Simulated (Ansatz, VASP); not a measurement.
# One calculation of SrO, two programs

```xyz
6
Lattice="4.2354 0.0000 0.0000 -2.1177 3.6680 0.0000 0.0000 0.0000 7.6644" Properties=species:S:1:pos:R:3 pbc="T T T"
Sr    0.0000    0.0000    0.0000
Sr    0.0000    2.4453    2.5548
Sr    2.1177    1.2227    5.1096
O     0.0000    0.0000    1.9161
O     0.0000    2.4453    4.4709
O     2.1177    1.2227    7.0257
```

Alike in both runs: task relaxation of cell and atoms; functional PBEsol; k mesh 9 × 9 × 3; occupations gaussian, width 0.02 eV; no spin polarisation.

```csv
,VASP,Ansatz
version,VASP 6.6.1,Ansatz 0.2.0
potentials or method,"VASP PAW PBE potentials, release 64 (Sr_sv, O), cutoff 600 eV","scalar-relativistic, plane waves, PAW"
valence electrons in the cell,48,48
```

|  | VASP | Ansatz | Ansatz less VASP |
| --- | --- | --- | --- |
| gap on the k mesh at the Fermi level, each at its own relaxed structure (eV) | 2.47 | 2.48 | +0.002 |
| relaxed volume (Å³/atom) | 21.30 | 21.23 | -0.064 |

VASP's potentials were made for PBE, not for PBEsol.
